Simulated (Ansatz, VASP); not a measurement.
One calculation of Mg3Zn2O5, two programs

```
Mg Zn O
1.0
     3.03746    0.00013   -0.00012
    -0.00026   -4.27833   -0.00011
    -1.51826    2.13892   -7.56892
Mg Zn O
3 2 5
Direct
  0.59951 0.59952 0.19906
  0.40049 0.40049 0.80094
  0.00000 0.00000 0.00000
  0.19953 0.19957 0.39919
  0.80041 0.80042 0.60081
  0.40259 0.90258 0.80517
  0.19753 0.69756 0.39511
  0.00001 0.50000 0.00000
  0.80251 0.30245 0.60489
  0.59743 0.09742 0.19484
```

Change from the starting cell: cell x1, atoms moved at random (sigma 0.15 Å) and cell strained at random (1.5 %), then relaxed without symmetry.

Alike in both runs: functional PBE; k mesh 4 × 4 × 4; occupations gaussian, width 0.1 eV; no spin polarisation.

Ansatz relaxed the structure, and its values are those at the end. VASP's run is a single point on that final structure, the one shown.

|  | VASP | Ansatz |
| --- | --- | --- |
| version | VASP 6.6.1 | Ansatz 0.2.0 |
| potentials or method | VASP PAW PBE potentials, release 64 (Mg, Zn, O), cutoff 520 eV | scalar-relativistic, plane waves, PAW |
| valence electrons in the cell | 60 | 84 |

```csv
,VASP,Ansatz,Ansatz less VASP
gap on the k mesh at the Fermi level (eV),2.53,2.56,+0.027
least direct gap on the mesh (eV),2.77,2.80,+0.024
pressure (GPa),0.0,0.0,+0.06
rms of the force components (eV/Å),0.021,0.002,-0.0194
```

VASP's potentials hold 60 valence electrons a cell and Ansatz's 84, so a difference there can come from the potentials and not from the codes.

The k mesh is coarse, so the values compare programs but aren't converged.
